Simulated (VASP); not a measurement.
Input of a VASP 6.6.1 run:

INCAR

```
SYSTEM = SnAs
PREC = Accurate ; ENCUT = 520
EDIFF = 1E-6 ; ISMEAR = -1
SIGMA = 0.05 ; LREAL = .False.
LASPH = .True. ; NELM = 60
ALGO = Normal ; ISIF = 2
LWAVE = .False. ; LCHARG = .False.
NBANDS = 16
```

KPOINTS

```
Automatic mesh
0
Gamma
  11 11 11
  0 0 0
```

POSCAR

```
SnAs
1.0
    0.0000000000      2.7251684617      2.7251684617
    2.7251684617      0.0000000000      2.7251684617
    2.7251684617      2.7251684617      0.0000000000
Sn As
1 1
Direct
    0.5000000000      0.5000000000      0.5000000000
    0.0000000000      0.0000000000      0.0000000000
```

Potentials or basis: VASP PAW LDA potentials, release 64 (Sn_d, As).

The run is started by

```sh
$ cat potpaw_LDA.64/Sn_d/POTCAR potpaw_LDA.64/As/POTCAR > POTCAR
$ mpirun -np 1 vasp_std > vasp.out
```

(1) What does it give for the pressure?

Answers

(1) 12.6 GPa.
